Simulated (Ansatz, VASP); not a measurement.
# One calculation of SnO2, two programs

```xyz
12
Lattice="4.7232 0.0000 0.0000 0.0000 5.7191 0.0000 0.0000 0.0000 5.2244" Properties=species:S:1:pos:R:3 pbc="T T T"
Sn    2.3616    3.8168    3.9183
Sn    0.0000    4.7619    1.3061
Sn    2.3616    1.9023    1.3061
Sn    0.0000    0.9572    3.9183
O     3.4571    3.4557    0.4029
O     1.0955    5.1230    4.8215
O     3.6278    5.1230    3.0151
O     1.2661    3.4557    2.2093
O     3.4571    2.2634    3.0151
O     1.0955    0.5961    2.2093
O     3.6278    0.5961    0.4029
O     1.2661    2.2634    4.8215
```

Alike in both runs: functional PBEsol; dispersion D3(BJ); k mesh 6 × 6 × 6; occupations gaussian, width 0.02 eV; no spin polarisation.

Ansatz relaxed the structure, and its values are those at the end. VASP's run is a single point on that final structure, the one shown.

|  | VASP | Ansatz |
| --- | --- | --- |
| version | VASP 6.6.1 | Ansatz 0.2.0 |
| potentials or method | VASP PAW PBE potentials, release 64 (Sn_d, O), cutoff 600 eV | scalar-relativistic, plane waves, PAW |
| valence electrons in the cell | 104 | 104 |

VASP gave:

| Item | Value |
| --- | --- |
| gap on the k mesh at the Fermi level (eV) | 1.40 |
| least direct gap on the mesh (eV) | 1.40 |
| pressure (GPa) | 0.5 |
| rms of the force components (eV/Å) | 0.009 |

What did Ansatz give for the same quantities?

gap on the k mesh at the Fermi level (eV): 1.40; least direct gap on the mesh (eV): 1.40; pressure (GPa): 0.0; rms of the force components (eV/Å): 0.000.

VASP's potentials were made for PBE, not for PBEsol.
